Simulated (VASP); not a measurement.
Input of a VASP 6.6.1 run:

POSCAR

```
AlN
1.0
    0.0000000000      2.0974813560      2.0974813560
    2.0974813560      0.0000000000      2.0974813560
    2.0974813560      2.0974813560      0.0000000000
Al N
1 1
Direct
    0.0000000000      0.0000000000      0.0000000000
    0.2500000000      0.2500000000      0.2500000000
```

The input INCAR.step1:

```
PREC = Accurate ; ENCUT = 520
ISMEAR = 0 ; SIGMA = 0.01
LREAL = False ; LASPH = True
NELM = 60 ; NBANDS = 11
GGA = PE ; ALGO = Normal
EDIFF = 1E-4 ; LWAVE = True
LCHARG = False
```

The input INCAR.step2:

```
PREC = Accurate ; ENCUT = 520
EDIFF = 1E-6 ; ISMEAR = 0
SIGMA = 0.01 ; LREAL = False
LASPH = True ; NELM = 60
ALGO = Normal ; ISIF = 2
LWAVE = False ; LCHARG = True
METAGGA = R2SCAN ; LMIXTAU = True
LELF = True ; LVHAR = True
NBANDS = 11 ; ISTART = 1
```

File KPOINTS:

```
Automatic mesh
0
Gamma
  10 10 10
```

Potentials or basis: VASP PAW PBE potentials, release 64 (Al, N).

Command:

```console
$ cat potpaw_PBE.64/Al/POTCAR potpaw_PBE.64/N/POTCAR > POTCAR
$ cp INCAR.step1 INCAR
$ mpirun -np 1 vasp_std > vasp.out
$ cp INCAR.step2 INCAR
$ mpirun -np 1 vasp_std > vasp.out
```

Task: Estimate the pressure.

Result: 32.4 GPa.

Task: What does it give for the band gap on the k mesh?

Result: 4.02 eV, indirect (least direct gap 5.95 eV).

Caveat: the cell differs from its parent crystal (strain -4.0%); the PAW data sets were made with another functional, which shifts forces and pressure a little. A k mesh can miss the band edges.
